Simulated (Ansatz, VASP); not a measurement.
Ni: VASP beside Ansatz

```xyz
2
Lattice="0.0000 2.2962 2.2962 2.2962 0.0000 2.2962 2.2962 2.2962 0.0000" Properties=species:S:1:pos:R:3 pbc="T T T"
Ni    2.2962    2.2962    2.2962
Ni    3.4443    3.4443    3.4443
```

Alike in both runs: task relaxation of cell and atoms; functional PBE; k mesh 6 × 6 × 6; occupations gaussian, width 0.1 eV; collinear spin.

|  | VASP | Ansatz |
| --- | --- | --- |
| version | VASP 6.6.1 | Ansatz 0.2.0 |
| potentials or method | VASP PAW PBE potentials, release 64 (Ni_sv_GW), cutoff 590 eV | scalar-relativistic, plane waves, PAW |
| valence electrons in the cell | 36 | 36 |

|  | VASP | Ansatz | Ansatz less VASP |
| --- | --- | --- | --- |
| gap on the k mesh at the Fermi level, each at its own relaxed structure (eV) | none | none | - |
| net moment per atom (μB) | 0.82 | 0.82 | +0.001 |
| size of the moment on the site where the two differ most (μB) | 0.85 | 0.85 | +0.002 |
| relaxed volume (Å³/atom) | 16.46 | 16.60 | +0.147 |
| relaxed cell length with the largest relative difference (Å) | 3.597 | 3.608 | +0.0107 |

Site moments also hang on the region over which each program counts them. A gap of «none» marks a metal or a gap that the smearing closes.

The k mesh is coarse, so the values compare programs but aren't converged. Noted on VASP's run: the volume moved by over 15 % at a fixed basis, so the end points are rough.
